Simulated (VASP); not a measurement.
Wanted: the native input for a VASP 6.6.1 run.

```
Task                   : single point
Functional             : LDA
Potentials or basis    : VASP PAW LDA potentials, release 64 (Al, P)
Cutoff                 : 500 eV
k mesh                 : 12 × 12 × 12
Occupations            : fermi-dirac, width 0.05 eV
Spin                   : no spin polarisation
Dipole correction      : no
Further INCAR settings : ALGO = Normal; EDIFF = 1e-06; NBANDS = 11
```

The structure of AlP (zincblende type) lies in POSCAR:

```
AlP
1.0
    0.0000000000      2.4348952173      2.4348952173
    2.4348952173      0.0000000000      2.4348952173
    2.4348952173      2.4348952173      0.0000000000
Al P
1 1
Direct
    0.0000000000      0.0000000000      0.0000000000
    0.2500000000      0.2500000000      0.2500000000
```

This cell differs from its parent crystal: volume scaled by 0.72.

These files were run (other wordings do the same):

INCAR

```
SYSTEM = AlP
PREC = Accurate
ENCUT = 500
EDIFF = 1E-6
ISMEAR = -1
SIGMA = 0.05
LREAL = .False.
LASPH = .True.
NELM = 120
ALGO = Normal
ISIF = 2
LWAVE = .False.
LCHARG = .False.
NBANDS = 11
GGA_COMPAT = .False.
```

KPOINTS

```
Automatic mesh
0
Gamma
  12 12 12
  0 0 0
```

Potentials or basis: VASP PAW LDA potentials, release 64 (Al, P).

Launch:

```sh
$ cat potpaw_LDA.64/Al/POTCAR potpaw_LDA.64/P/POTCAR > POTCAR
$ mpirun -np 1 vasp_std > vasp.out
```

Results of the run:

```
Pressure               : 57.3 GPa
Band gap on the k mesh : 0.56 eV, indirect (least direct gap 3.45 eV)
```

Run time: 38 s on 1 thread of Intel Xeon 8259CL, on a shared host, peak memory 0.15 GiB.
